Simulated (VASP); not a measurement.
Here is a VASP 6.6.1 calculation.

Contents of INCAR:

```
ALGO = Normal
EDIFF = 1E-6
ENCUT = 520
GGA = PE
ISIF = 2
ISMEAR = 1
LASPH = T
LCHARG = F
LREAL = F
LWAVE = F
NBANDS = 81
NELM = 100
PREC = Accurate
SIGMA = 0.1196
```

The input KPOINTS:

```
k-points
0
Gamma
  3 3 3
```

Contents of POSCAR:

```
Na2SrSc4
1.0
   -0.0000001762      6.3796550000     -0.0000000121
    9.0499740881     -3.1898272500      0.0000000061
    0.4348020000      0.0000000000     -6.3209930000
Na Sr Sc
4 2 8
Direct
    0.1607309212      0.5751864800      0.1586967852
    0.5855444412      0.4248135200      0.3413032148
    0.8392690788      0.4248135200      0.8413032148
    0.4144555588      0.5751864800      0.6586967852
    0.8987503174      0.0000000000      0.7500000000
    0.1012496826      0.0000000000      0.2500000000
    0.3357620475      0.8565380491      0.8915321269
    0.4792239984      0.1434619509      0.6084678731
    0.6642379525      0.1434619509      0.1084678731
    0.5207760016      0.8565380491      0.3915321269
    0.7363950727      0.7053665416      0.0541958552
    0.0310285311      0.2946334584      0.4458041448
    0.2636049273      0.2946334584      0.9458041448
    0.9689714689      0.7053665416      0.5541958552
```

Potentials or basis: VASP PAW PBE potentials, release 64 (Na_pv, Sr_sv, Sc_sv).

Launch:

```console
$ cat potpaw_PBE.64/Na_pv/POTCAR potpaw_PBE.64/Sr_sv/POTCAR potpaw_PBE.64/Sc_sv/POTCAR > POTCAR
$ mpirun -np 1 vasp_std > vasp.out
```

Question: What does it give for the pressure?

Answer: 4.2 GPa.

Question: Estimate the largest force.

Answer: 0.010 eV/Å.

Forces in eV/Å, atoms in the order of the input:
```
Na  -0.002  0.002 -0.005
Na   0.002  0.002  0.005
Na   0.002 -0.002  0.005
Na  -0.002 -0.002 -0.005
Sr   0.000 -0.006  0.000
Sr   0.000  0.006  0.000
Sc  -0.008  0.003  0.000
Sc   0.008  0.003  0.000
Sc   0.008 -0.003  0.000
Sc  -0.008 -0.003  0.000
Sc  -0.009 -0.001 -0.004
Sc   0.009 -0.001  0.004
Sc   0.009  0.001  0.004
Sc  -0.009  0.001 -0.004
```

Caveat: the cell stands under pressure.
